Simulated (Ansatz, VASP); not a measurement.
Ag: VASP beside Ansatz

File INCAR:

```
SYSTEM = Ag
ALGO = Normal
EDIFF = 1E-6
ENCUT = 520
GGA = PE
ISIF = 2
ISMEAR = -1
LASPH = .TRUE.
LCHARG = .FALSE.
LREAL = .FALSE.
LWAVE = .FALSE.
NBANDS = 12
NELM = 80
PREC = Accurate
SIGMA = 0.05
```

Contents of KPOINTS:

```
k-points
0
G
  15 15 15
  0 0 0
```

The input POSCAR:

```
Ag
1.0
    0.0000000000      2.0635310000      2.0431000000
    2.0635310000      0.0000000000      2.0431000000
    2.0635310000      2.0635310000      0.0000000000
Ag
1
Direct
    0.0000000000      0.0000000000      0.0000000000
```

Input for Ansatz:

```yaml
crystal:
  lattice:
    - [0.0, 2.063531, 2.0431]
    - [2.063531, 0.0, 2.0431]
    - [2.063531, 2.063531, 0.0]
  atoms:
    - { symbol: Ag, position: [0.0, 0.0, 0.0] }
kpoints:
  mp_grid: { grid: [15, 15, 15] }
  band_path:
    path:
      - [0.0, 0.0, 0.0]
      - [0.0, 0.5, 0.5]
      - [0.25, 0.75, 0.5]
      - [0.0, 0.5, 0.0]
      - [0.0, 0.0, 0.0]
      - [0.5, 0.5, 0.0]
      - [0.3775125, 0.6224875, 0.0]
      - [-0.3775125, 0.3775125, 0.0]
      - [0.0, 0.0, 0.0]
    npoints: 5
scf:
  occupations: { method: fermi_dirac, width: 0.05 }
hamiltonian:
  xc: pbe
  pseudopotentials: { kind: all_electron, lapw: { basis_error: 0.001 } }
output:
  forces: true
  stress: true
  eigenvalues: true
```

Change from the starting cell: equal xx and yy strain of +1 %.

Alike in both runs: task single point; functional PBE; k mesh 15 × 15 × 15; occupations fermi-dirac, width 0.05 eV; no spin polarisation.

```csv
,VASP,Ansatz
version,VASP 6.6.1,Ansatz 0.2.0
potentials or method,"VASP PAW PBE potentials, release 64 (Ag), cutoff 520 eV","all-electron LAPW, scalar-relativistic"
```

|  | VASP | Ansatz | Ansatz less VASP |
| --- | --- | --- | --- |
| pressure (GPa) | 2.2 | 2.4 | +0.12 |

Ansatz ran all-electron here, and VASP with PAW potentials.
